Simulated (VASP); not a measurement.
Input of a VASP 6.6.1 run:

Contents of INCAR:

```
SYSTEM = Te2Mo
ALGO     = Normal         ! electronic algorithm
EDIFF    = 1E-6           ! SCF threshold, eV
ENCUT    = 520            ! plane-wave cutoff, eV
GGA      = PS             ! functional
ISIF     = 2              ! what is computed and relaxed
ISMEAR   = 0              ! smearing method
LASPH    = .TRUE.         ! aspherical terms in the spheres
LCHARG   = .FALSE.        ! write CHGCAR
LREAL    = .FALSE.        ! projectors in reciprocal space
LWAVE    = .FALSE.        ! write WAVECAR
NBANDS   = 20             ! bands
NELM     = 60             ! most SCF steps
PREC     = Accurate       ! precision mode
SIGMA    = 0.02           ! smearing width, eV
```

KPOINTS

```
k-points
0
G
  9 9 2
  0 0 0
```

The input POSCAR:

```
Te2Mo
1.0
    3.5602328140      0.0000000000      0.0000000000
   -1.7801164070      3.0832520603      0.0000000000
    0.0000000000      0.0000000000     17.5240578200
Te Mo
2 1
Direct
    0.3333333300      0.6666666700      0.8978554500
    0.3333333300      0.6666666700      0.1021445500
   -0.0067243909     -0.0096456597      0.0018882613
```

Potentials or basis: VASP PAW PBE potentials, release 64 (Te, Mo_sv).

Launch:

```console
$ cat potpaw_PBE.64/Te/POTCAR potpaw_PBE.64/Mo_sv/POTCAR > POTCAR
$ mpirun -np 1 vasp_std > vasp.out
```

Question: Estimate the band gap on the k mesh.

Answer: 1.05 eV.

Question: Estimate the largest force.

Answer: 0.819 eV/Å.

Forces in eV/Å, atoms in the order of the input:
```
Te  -0.044 -0.189  0.475
Te  -0.051 -0.217  0.229
Mo   0.095  0.406 -0.704
```

Caveat: the cell differs from its parent crystal (one atom moved); there is no dipole correction, which matters where the two faces differ; the PAW data sets were made with another functional, which shifts forces and pressure a little; spin-orbit coupling is left out, which moves the levels of the heavy elements.
